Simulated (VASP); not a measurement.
Wanted: the native input for a VASP 6.6.1 run.

* Task: single point
* Functional: LDA
* Potentials or basis: VASP PAW LDA potentials, release 64 (N)
* Cutoff: 520 eV
* k mesh: 7 × 7 × 2
* Occupations: gaussian, width 0.05 eV
* Spin: no spin polarisation
* Dipole correction: no
* Further INCAR settings: ALGO = Normal; EDIFF = 1e-06; NBANDS = 30

The structure of N lies in POSCAR:

```
N
1.0
   -3.5269202438      0.0000000000      0.0000000000
   -1.7634601219     -3.0544025283      0.0000000000
   -0.7347750508      1.2726677201     14.3505029787
N
8
Direct
   -0.0293490609      0.6960157276      0.8704377462
    0.1688220270      0.4978446397      0.3948271353
    0.0024169199      0.6642497467      0.7941993922
    0.2005880078      0.4660786588      0.3185887812
    0.6012409043      0.7320924291      0.1570218298
    0.4030698164      0.9302635170      0.6326324407
    0.6330068851      0.7003264482      0.0807834757
    0.4348357972      0.8984975361      0.5563940867
```

This cell differs from its parent crystal: the part above a cut slid along it.

One way to write it, as run:

INCAR

```
SYSTEM = N
ALGO = Normal ; EDIFF = 1E-6
ENCUT = 520 ; GGA = CA
ISIF = 2 ; ISMEAR = 0
LASPH = .TRUE. ; LCHARG = .TRUE.
LELF = .TRUE. ; LREAL = .FALSE.
LVHAR = .TRUE. ; LWAVE = .FALSE.
NBANDS = 30 ; NELM = 60
PREC = Accurate ; SIGMA = 0.05
```

KPOINTS

```
k-points
0
G
  7 7 2
  0 0 0
```

Potentials or basis: VASP PAW LDA potentials, release 64 (N).

Command:

```sh
$ cat potpaw_LDA.64/N/POTCAR > POTCAR
$ mpirun -np 1 vasp_std > vasp.out
```

Results of the run:

```yaml
Pressure: 2.1 GPa
Largest_force: 1.533 eV/Å
Band_gap_on_the_k_mesh: 6.50 eV (least direct gap 6.64 eV)
```

Caveat: the cell differs from its parent crystal (the part above a cut slid along it); the standard files for N, O and F lose accuracy on very short bonds; the stress differs along the axes, from -0 to 7 GPa; forces of over 1 eV/Å act on the atoms, so gaps and moduli don't describe the material at rest.

Wall time 110 s on 1 thread of Intel(R) Xeon(R) 6975P-C (Granite Rapids), with other jobs on the host, peak memory 0.3 GiB.
